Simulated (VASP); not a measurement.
# ZnS (zincblende type) (F-43m) in VASP: notebook

Runs on ZnS (zincblende type). Level: PBE. Tasks: single point.

Program: VASP 6.6.1. These are calculated values, not measurements. Logs are shortened: lines on timing, memory, paths and dates and some standing lists are left out, and cuts for length are marked.

## Step 1: The cell of the first run

The structure is cubic, space group F-43m (No. 216). Conventional cell: a = 4.460 Å, b = 4.460 Å, c = 4.460 Å, α = 90.00°, β = 90.00°, γ = 90.00°. Zn (site symmetry -43m) has 4 S at 1.93 Å within 2.6 Å. Within 2.6 Å of S (site symmetry -43m) lie 4 Zn at 1.93 Å.

## Step 2: Single point, PBE (11.09 Å³/atom)

Contents of INCAR:

```
SYSTEM = ZnS
  PREC = Accurate
  ENCUT = 520
  EDIFF = 1E-6
  ISMEAR = -1
  SIGMA = 0.08
  LREAL = .FALSE.
  LASPH = .TRUE.
  NELM = 80
  ALGO = Normal
  ISIF = 2
  LWAVE = .FALSE.
  LCHARG = .FALSE.
  GGA = PE
  NBANDS = 16
```

Contents of KPOINTS:

```
regular mesh
0
G
  14 14 14
  0 0 0
```

Contents of POSCAR:

```
ZnS
1.0
    0.0000000000      2.2300134159      2.2300134159
    2.2300134159      0.0000000000      2.2300134159
    2.2300134159      2.2300134159      0.0000000000
Zn S
1 1
Direct
    0.0000000000      0.0000000000      0.0000000000
    0.2500000000      0.2500000000      0.2500000000
```

Potentials or basis: VASP PAW PBE potentials, release 64 (Zn, S).

On the command line:

```sh
> cat potpaw_PBE.64/Zn/POTCAR potpaw_PBE.64/S/POTCAR > POTCAR
> mpirun -np 1 vasp_std > vasp.out
```

OUTCAR:

```text
SYSTEM = ZnS
   PREC = Accurate
   ENCUT = 520
   EDIFF = 1E-6
   ISMEAR = -1
   LREAL = .FALSE.
   LASPH = .TRUE.
   NELM = 80
   ISIF = 2
   GGA = PE

 ion  position               nearest neighbor table
   1  0.000  0.000  0.000-   2 1.93   2 1.93   2 1.93   2 1.93
   2  0.250  0.250  0.250-   1 1.93   1 1.93   1 1.93   1 1.93

  LATTYP: Found a face centered cubic cell.
 ALAT       =     4.4600268318

  Lattice vectors:

 A1 = (   0.0000000000,   2.2300134159,   2.2300134159)
 A2 = (   2.2300134159,   0.0000000000,   2.2300134159)
 A3 = (   2.2300134159,   2.2300134159,   0.0000000000)

Analysis of symmetry for initial positions (statically):
=====================================================================
 Subroutine PRICEL returns:
 Original cell was already a primitive cell.

 Routine SETGRP: Setting up the symmetry group for a
 face centered cubic supercell.

 Subroutine GETGRP returns: Found 24 space group operations
 (whereof 24 operations were pure point group operations)
 out of a pool of 48 trial point group operations.

The static configuration has the point symmetry T_d .

Analysis of symmetry for dynamics (positions and initial velocities):
=====================================================================
 Subroutine PRICEL returns:
 Original cell was already a primitive cell.

 Routine SETGRP: Setting up the symmetry group for a
 face centered cubic supercell.

 Subroutine GETGRP returns: Found 24 space group operations
 (whereof 24 operations were pure point group operations)
 out of a pool of 48 trial point group operations.

The dynamic configuration has the point symmetry T_d .

 Subroutine INISYM returns: Found 24 space group operations
 (whereof 24 operations are pure point group operations),
 and found     1 'primitive' translations

----------------------------------------------------------------------------------------

                                     Primitive cell

  volume of cell :      22.1795

  direct lattice vectors                    reciprocal lattice vectors
     0.000000000  2.230013416  2.230013416    -0.224213898  0.224213898  0.224213898
     2.230013416  0.000000000  2.230013416     0.224213898 -0.224213898  0.224213898
     2.230013416  2.230013416  0.000000000     0.224213898  0.224213898 -0.224213898

  length of vectors
     3.153715217  3.153715217  3.153715217     0.388349863  0.388349863  0.388349863

  position of ions in fractional coordinates (direct lattice)
     0.000000000  0.000000000  0.000000000
     0.250000000  0.250000000  0.250000000

  ion indices of the primitive-cell ions
   primitive index   ion index
                 1           1
                 2           2

----------------------------------------------------------------------------------------

 KPOINTS: regular mesh

Automatic generation of k-mesh.
 Grid dimensions read from file:
 generate k-points for:   14   14   14

 Generating k-lattice:

  Cartesian coordinates                     Fractional coordinates (reciprocal lattice)
    -0.016015278  0.016015278  0.016015278     0.071428571  0.000000000  0.000000000
     0.016015278 -0.016015278  0.016015278     0.000000000  0.071428571  0.000000000
     0.016015278  0.016015278 -0.016015278     0.000000000  0.000000000  0.071428571

  Length of vectors
     0.027739276  0.027739276  0.027739276

  Shift w.r.t. Gamma in fractional coordinates (k-lattice)
     0.000000000  0.000000000  0.000000000

 Subroutine IBZKPT returns following result:
 ===========================================

 Found    104 irreducible k-points:

 Following reciprocal coordinates:
            Coordinates               Weight
  0.000000  0.000000  0.000000      1.000000
  0.071429  0.000000  0.000000      8.000000
  0.142857  0.000000  0.000000      8.000000
  0.214286  0.000000  0.000000      8.000000
  0.285714  0.000000  0.000000      8.000000
  0.357143  0.000000  0.000000      8.000000
[... 16 lines left out ...]
  0.214286  0.142857  0.000000     24.000000
  0.285714  0.142857  0.000000     24.000000
 [... further k-points ...]
   k-points           NKPTS =    104   k-points in BZ     NKDIM =    104   number of bands    NBANDS=     16
   number of dos      NEDOS =    301   number of ions     NIONS =      2
   total plane-waves  NPLWV =  13824
   dimension x,y,z NGX =    24 NGY =   24 NGZ =   24
   dimension x,y,z NGXF=    48 NGYF=   48 NGZF=   48
   ions per type =               1   1
   NGX,Y,Z   is equivalent  to a cutoff of  12.65, 12.65, 12.65 a.u.
   NGXF,Y,Z  is equivalent  to a cutoff of  25.30, 25.30, 25.30 a.u.
 SYSTEM =  ZnS
   PREC   = accura    normal or accurate (medium, high low for compatibility)
   ISTART =      0    job   : 0-new  1-cont  2-samecut
   ICHARG =      2    charge: 1-file 2-atom 10-const
   ISPIN  =      1    spin polarized calculation?
   LNONCOLLINEAR =      F non collinear calculations
   LSORBIT =      F    spin-orbit coupling
   LASPH  =      T    aspherical Exc in radial PAW
   ENCUT  =  520.0 eV  38.22 Ry    6.18 a.u.   5.86  5.86  5.86*2*pi/ulx,y,z
   NELM   =     80;   NELMIN=  2; NELMDL= -5     # of ELM steps
   EDIFF  = 0.1E-05   stopping-criterion for ELM
   LREAL  =      F    real-space projection
   EDIFFG = 0.1E-04   stopping-criterion for IOM
   NSW    =      0    number of steps for IOM
   IBRION =     -1    ionic relax: 0-MD 1-quasi-New 2-CG
   NFREE  =      0    steps in history (QN), initial steepest desc. (CG)
   ISIF   =      2    stress and relaxation
   ISYM   =      2    0-nonsym 1-usesym 2-fastsym
   POTIM  = 0.5000    time-step for ionic-motion
   TEBEG  =    0.0;   TEEND  =   0.0 temperature during run
   PSTRESS=    0.0 pullay stress
   NELECT =      18.0000    total number of electrons
   NUPDOWN=      -1.0000    fix difference up-down
   EMIN   =  10.00;   EMAX   =-10.00  energy-range for DOS
   EFERMI =   0.00;   METHOD = LEGACY
   ISMEAR =    -1;   SIGMA  =   0.08  broadening in eV -4-tet -1-fermi 0-gaus
   EFERMI_NEDOS =   21; number of points for ismear=-14 and -15
   IALGO  =     38    algorithm
   IMIX   =      4    mixing-type and parameters
     AMIX     =   0.40;   BMIX     =  1.00
     AMIX_MAG =   1.60;   BMIX_MAG =  1.00
  volume/ion in A,a.u.               =      11.09        74.84
  Fermi-wavevector in a.u.,A,eV,Ry     =   1.527032  2.885672 31.726437  2.331827
  Thomas-Fermi vector in A             =   2.634984
   LORBIT       =      0    0 simple, 1 ext, 2 COOP (PROOUT), +10 PAW based schemes
   GGA     = PE    functional components
   LHFCALC =     F    Hartree Fock is set to
   AEXX    =    0.0000 exact exchange contribution
   IVDW    =     0    specifies the selected vdW correction
   LEPSILON=     F    determine dielectric tensor
   LRPA    =     F    only Hartree local field effects (RPA)
 non-spin polarized calculation
  energy-cutoff  :      520.00
  volume of cell :       22.18
 maximum number of plane-waves:       612
   NGX = 11   NGY = 11   NGZ = 11

 number of electron      17.9999985 magnetization

 Free energy of the ion-electron system (eV)
  ---------------------------------------------------
  ext. energy  EPLUGINS =         0.00000000
  ---------------------------------------------------
  free energy    TOTEN  =        -1.66737331 eV

  energy without entropy =       -1.66737268  energy(sigma->0) =       -1.66737299

 E-fermi :  10.4943     XC(G=0): -12.6222

 val. band max:        9.7145431475   @ k =   0.0000   0.0000   0.0000
 cond. band min:      11.2598291076   @ k =   0.5000   0.5000   0.0000
 fundamental gap:      1.5452859600
 Fermi energy:        10.4942843121

 k-point     1 :       0.0000    0.0000    0.0000
  band No.  band energies     occupation
      1      -9.3995      2.00000
      2      -1.0597      2.00000
      3      -1.0597      2.00000
      4      -1.0597      2.00000
      5       0.2943      2.00000
      6       0.2943      2.00000
[... 8 lines left out ...]
     15      21.7379      0.00000
     16      24.5429      0.00000

 k-point     2 :       0.0714    0.0000    0.0000
  band No.  band energies     occupation
      1      -9.3118      2.00000
      2      -1.0803      2.00000
      3      -1.0402      2.00000
      4      -1.0402      2.00000
      5       0.2901      2.00000
      6       0.2901      2.00000
[... 8 lines left out ...]
     15      21.3158      0.00000
     16      24.4847      0.00000

 k-point     3 :       0.1429    0.0000    0.0000
  band No.  band energies     occupation
      1      -9.0554      2.00000
      2      -1.1348      2.00000
      3      -0.9876      2.00000
      4      -0.9876      2.00000
      5       0.2825      2.00000
      6       0.2825      2.00000
[... 8 lines left out ...]
     15      20.6529      0.00000
     16      24.0811      0.00000

 k-point     4 :       0.2143    0.0000    0.0000
  band No.  band energies     occupation
      1      -8.6511      2.00000
      2      -1.2020      2.00000
      3      -0.9186      2.00000
      4      -0.9186      2.00000
      5       0.2839      2.00000
      6       0.2839      2.00000
[... 8 lines left out ...]
     15      20.4462      0.00000
     16      23.6724      0.00000

 k-point     5 :       0.2857    0.0000    0.0000
  band No.  band energies     occupation
      1      -8.1421      2.00000
      2      -1.2506      2.00000
      3      -0.8547      2.00000
      4      -0.8547      2.00000
      5       0.3068      2.00000
      6       0.3068      2.00000
[... 8 lines left out ...]
     15      21.0116      0.00000
     16      23.6757      0.00000

 k-point     6 :       0.3571    0.0000    0.0000
  band No.  band energies     occupation
      1      -7.6072      2.00000
      2      -1.2436      2.00000
      3      -0.8116      2.00000
      4      -0.8116      2.00000
      5       0.3507      2.00000
      6       0.3507      2.00000
[... 8 lines left out ...]
     15      22.1783      0.00000
     16      24.3239      0.00000
[... 267 lines left out ...]
 k-point    21 :      -0.0714    0.0714    0.0000
  band No.  band energies     occupation
      1      -9.1679      2.00000
      2      -1.1159      2.00000
      3      -1.0125      2.00000
      4      -1.0021      2.00000
      5       0.2641      2.00000
      6       0.3048      2.00000
[... 8 lines left out ...]
     15      21.2823      0.00000
     16      24.7757      0.00000

 k-point    22 :       0.1429    0.1429    0.0000
  band No.  band energies     occupation
      1      -8.9401      2.00000
      2      -1.2021      2.00000
      3      -0.9343      2.00000
      4      -0.9343      2.00000
      5       0.1968      2.00000
      6       0.3502      2.00000
[... 8 lines left out ...]
     15      22.0082      0.00000
     16      26.2396      0.00000

 k-point    23 :       0.2143    0.1429    0.0000
  band No.  band energies     occupation
      1      -8.6402      2.00000
      2      -1.2699      2.00000
      3      -0.8670      2.00000
      4      -0.8619      2.00000
      5       0.1625      2.00000
      6       0.3747      2.00000
[... 8 lines left out ...]
     15      22.0041      0.00000
     16      26.0329      0.00000

 k-point    24 :       0.2857    0.1429    0.0000
  band No.  band energies     occupation
      1      -8.2108      2.00000
      2      -1.3225      2.00000
      3      -0.8031      2.00000
      4      -0.7842      2.00000
      5       0.1626      2.00000
      6       0.4003      2.00000
[... 8 lines left out ...]
     15      22.2656      0.00000
     16      25.5542      0.00000

 [... further k-points ...]
[... 5 lines left out ...]
  --------------------------------------------------------------------------------------
  -------------------------------------------------------------------------------------
  Total       21.6510108     21.6510108     21.6510108     -0.0000000      0.0000000     -0.0000000
  in kB     1563.9985122   1563.9985122   1563.9985122     -0.0000000      0.0000000     -0.0000000
  external PRESSURE =    1563.9985122 kB  Pullay stress =       0.0000000 kB

 VOLUME and BASIS-vectors are now :
 -----------------------------------------------------------------------------
  energy-cutoff  :      520.00
  volume of cell :       22.18
      direct lattice vectors                 reciprocal lattice vectors
     0.000000000  2.230013416  2.230013416    -0.224213898  0.224213898  0.224213898
     2.230013416  0.000000000  2.230013416     0.224213898 -0.224213898  0.224213898
     2.230013416  2.230013416  0.000000000     0.224213898  0.224213898 -0.224213898

 POSITION                                       TOTAL-FORCE (eV/Angst)
 -----------------------------------------------------------------------------------
      0.00000      0.00000      0.00000        -0.000000     -0.000000     -0.000000
      1.11501      1.11501      1.11501         0.000000      0.000000      0.000000
 -----------------------------------------------------------------------------------
    total drift:                                0.000002      0.000002      0.000003

  FREE ENERGIE OF THE ION-ELECTRON SYSTEM (eV)
  ---------------------------------------------------
  free  energy   TOTEN  =        -1.6673733075 eV

  energy  without entropy=       -1.6673726758  energy(sigma->0) =       -1.66737299
```

Run time: 27 s. Hardware: 1 thread of Intel Xeon Platinum 8259CL at 2.50GHz (Skylake/Cascade Lake), shared host; peak memory 0.16 GiB.

What came out:

| Property | Result |
| --- | --- |
| Free energy | -1.6674 eV |
| Pressure | 156.4 GPa |
| Band gap on the k mesh | 1.55 eV (least direct gap 4.89 eV) |

Levels at points of the mesh, in eV from the valence-band top:
```tsv
k point	band 5	band 6	band 7	band 8	band 9	band 10	band 11	band 12	band 13	band 14
(0.00, 0.00, 0.00)	-9.42	-9.42	0.00	0.00	0.00	4.89	5.11	5.11	5.11	12.02
(0.50, 0.00, 0.00)	-9.30	-9.30	-8.72	-2.11	-2.11	3.97	5.74	5.74	9.95	14.53
(0.50, 0.50, 0.00)	-9.12	-9.05	-7.71	-5.22	-5.22	1.55	2.67	13.97	15.31	15.31
```

Caveat: the cell stands under pressure.

(Continued in part 2 of 2.)
